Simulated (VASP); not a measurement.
# Ge: vibrations by perturbation theory with PBEsol

Crystal: Ge.

```xyz
2
Lattice="-2.5745 2.5745 1.3974 2.5745 -2.5745 1.3974 2.5745 2.5745 -1.3974" Properties=species:S:1:pos:R:3 pbc="T T T"
Ge    0.0000    0.0000    1.3974
Ge    2.5745    0.0000    0.6987
```

- Program: VASP 6.6.1
- Task: vibrations by perturbation theory
- Functional: PBEsol
- Potentials or basis: VASP PAW PBE potentials, release 64 (Ge_d)
- Cutoff: 520 eV
- k mesh: 8 × 8 × 8
- Occupations: fermi-dirac, width 0.05 eV
- Spin: no spin polarisation
- Dipole correction: no
- Further INCAR settings: ALGO = Normal; EDIFF = 1e-08; IBRION = 8; NSW = 1

The highest phonon frequency at Γ is 167 cm⁻¹.

Phonon frequencies in cm⁻¹ (negative: imaginary):
```tsv
q point	frequencies
(0.000, 0.000, 0.000)	0 0 0 71 167 167
```

Wall time 4.1 min on 1 thread of Intel(R) Xeon(R) Platinum 8559C (Emerald Rapids) (shared host), peak memory 0.32 GiB.
